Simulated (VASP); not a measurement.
Runs of VASP 6.6.1 on Ce3GaI3. It takes space group Pm-3m (No. 221, cubic). Conventional cell: a = 6.397 Å, b = 6.397 Å, c = 6.397 Å, α = 90.00°, β = 90.00°, γ = 90.00°. Within 4.2 Å of Ce (site symmetry 4/mmm) lie 2 Ga at 3.20 Å and 4 I at 3.20 Å. Ga (site symmetry m-3m) has 6 Ce at 3.20 Å within 4.2 Å. Within 4.2 Å of I (site symmetry 4/mmm) lie 4 Ce at 3.20 Å. 

```tsv
level	U	k mesh	gap on the mesh (eV)	pressure (GPa)
revPBE	-	3 × 3 × 3	none	-1.2
r2SCAN	-	3 × 3 × 3, shifted	none	-2.6
r2SCAN	-	3 × 3 × 3	none	-2.4
r2SCAN+U	Ce f U = 2.0 eV	3 × 3 × 3	none	(a)
```

Alike in all rows: task single point; potentials or basis VASP PAW PBE potentials, release 64 (Ce, Ga_d, I); no spin polarisation; cell as given; cutoff (eV) 520; smearing gaussian 0.0481 eV.

Q: Fill in the values left out.

A: (a) -2.5.

Caveats: the PAW data sets were made with another functional, which shifts forces and pressure a little; spin-orbit coupling is left out, which moves the levels of the heavy elements; the run has no spin polarisation, though such a crystal can be magnetic; semilocal functionals describe open f shells poorly, which spoils levels, moments and volumes (at least some runs); U without spin polarisation on a metal has little footing (at least some runs).

A k mesh can miss the band edges, and the runs leave out spin-orbit coupling on Ce, Ga, I.

A gap of «none» marks levels without a gap at the run's occupations.
